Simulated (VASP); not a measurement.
A run of VASP 6.6.1:

INCAR

```
PREC = Accurate ; ENCUT = 520
EDIFF = 1E-6 ; ISMEAR = 0
SIGMA = 0.05 ; LREAL = F
LASPH = T ; NELM = 60
ALGO = Normal ; ISIF = 2
LWAVE = F ; LCHARG = F
GGA = PS ; NBANDS = 31
```

Contents of KPOINTS:

```
Automatic mesh
0
Gamma
  12 12 4
```

Contents of POSCAR:

```
NiO2
1.0
    2.9982616132      0.0000000000      0.0000000000
   -1.4991308066      2.5965707242      0.0000000000
    0.0000000000      0.0000000000      9.3442563699
Ni O
2 4
Direct
    0.0000000000      0.0000000000      0.0000000000
    0.0000000000      0.0000000000      0.5000000000
    0.6666666667      0.3333333333      0.0860929541
    0.6666666667      0.3333333333      0.4139070459
    0.3333333333      0.6666666667      0.9139070459
    0.3333333333      0.6666666667      0.5860929541
```

Potentials or basis: VASP PAW PBE potentials, release 64 (Ni, O).

The run is started by

```sh
$ cat potpaw_PBE.64/Ni/POTCAR potpaw_PBE.64/O/POTCAR > POTCAR
$ mpirun -np 1 vasp_std > vasp.out
```

Hardware: 1 thread of Intel Xeon 8259CL (shared host).

Problem. How long does it take, and how much memory?

Solution. It took 3.9 min on 1 thread of Intel Xeon 8259CL, on a shared host, peak memory 0.25 GiB. Counts: scf iterations 18, k points 57.
